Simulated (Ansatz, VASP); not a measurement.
# One calculation of Zr, two programs

Contents of INCAR:

```
ALGO = Normal
EDIFF = 1E-8
ENCUT = 520
ISIF = 2
ISMEAR = -1
LASPH = True
LCHARG = False
LEFG = True
LREAL = False
LWAVE = False
NBANDS = 12
NELM = 80
PREC = Accurate
SIGMA = 0.03
```

File KPOINTS:

```
k-points
0
Gamma
  16 16 16
```

POSCAR

```
Zr
1.0
   -1.8454992086      1.8454992086      1.8454992086
    1.8454992086     -1.8454992086      1.8454992086
    1.8454992086      1.8454992086     -1.8454992086
Zr
1
Direct
    0.0000000000      0.0000000000      0.0000000000
```

Input for Ansatz:

```yaml
crystal:
  lattice:
    - [-1.8454992086, 1.8454992086, 1.8454992086]
    - [1.8454992086, -1.8454992086, 1.8454992086]
    - [1.8454992086, 1.8454992086, -1.8454992086]
  atoms:
    - { symbol: Zr, position: [0.0, 0.0, 0.0] }
kpoints:
  mp_grid: { grid: [16, 16, 16] }
scf:
  occupations: { method: fermi_dirac, width: 0.03 }
hamiltonian:
  xc: lda
  pseudopotentials: { kind: all_electron, datasets: crystal }
output:
  forces: true
  stress: true
  eigenvalues: true
  efg: { contact_densities: true }
```

Change from the starting cell: volume scaled by 1.06, crystal datasets.

Alike in both runs: task electric field gradients; functional LDA; k mesh 16 × 16 × 16; occupations fermi-dirac, width 0.03 eV; no spin polarisation.

```csv
,VASP,Ansatz
version,VASP 6.6.1,Ansatz 0.2.0
potentials or method,"VASP PAW LDA potentials, release 64 (Zr_sv), cutoff 520 eV","all-electron PAW with datasets made for the crystal, scalar-relativistic"
```

```csv
,VASP,Ansatz,Ansatz less VASP
pressure (GPa),-13.0,-13.0,-0.04
```

LDA's correlation is that of Perdew and Zunger in VASP and of Perdew and Wang (1992) in Ansatz. Ansatz ran all-electron here, and VASP with PAW potentials.
